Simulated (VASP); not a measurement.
Input of a VASP 6.6.1 run:

The input POSCAR:

```
SrTe
1.0
    0.0000000000      3.3527582052      3.3527582052
    3.3527582052      0.0000000000      3.3527582052
    3.3527582052      3.3527582052      0.0000000000
Sr Te
1 1
Direct
    0.0000000000      0.0000000000      0.0000000000
    0.5000000000      0.5000000000      0.5000000000
```

INCAR.step1

```
SYSTEM = SrTe
PREC = Accurate
ENCUT = 400
EDIFF = 1E-5
ISMEAR = 0
SIGMA = 0.01
LREAL = .False.
LASPH = .True.
NELM = 120
ALGO = Normal
ISIF = 2
LWAVE = .True.
GGA = PE
NBANDS = 15
GGA_COMPAT = .False.
```

The input INCAR.step2:

```
SYSTEM = SrTe
PREC = Accurate
ENCUT = 400
EDIFF = 1E-6
ISMEAR = 0
SIGMA = 0.01
LREAL = .False.
LASPH = .True.
NELM = 120
ALGO = Normal
ISIF = 2
LWAVE = .False.
LCHARG = .True.
GGA = PE
LHFCALC = .True.
AEXX = 0.1
HFSCREEN = 0.3
PRECFOCK = Normal
LELF = .True.
LVHAR = .True.
ISTART = 1
NBANDS = 15
GGA_COMPAT = .False.
```

The input KPOINTS:

```
Automatic mesh
0
Gamma
  4 4 4
  0 0 0
```

Potentials or basis: VASP PAW PBE potentials, release 64 (Sr_sv, Te).

The run is started by

```console
$ cat potpaw_PBE.64/Sr_sv/POTCAR potpaw_PBE.64/Te/POTCAR > POTCAR
$ cp INCAR.step1 INCAR
$ mpirun -np 1 vasp_std > vasp.out
$ cp INCAR.step2 INCAR
$ mpirun -np 1 vasp_std > vasp.out
```

Question: Estimate the band gap on the k mesh.

Answer: 1.96 eV, indirect (least direct gap 2.72 eV).

Question: What does it give for the pressure?

Answer: 0.2 GPa.

Caveat: the PAW data sets were made with another functional, which shifts forces and pressure a little; spin-orbit coupling is left out, which moves the levels of the heavy elements. A k mesh can miss the band edges.
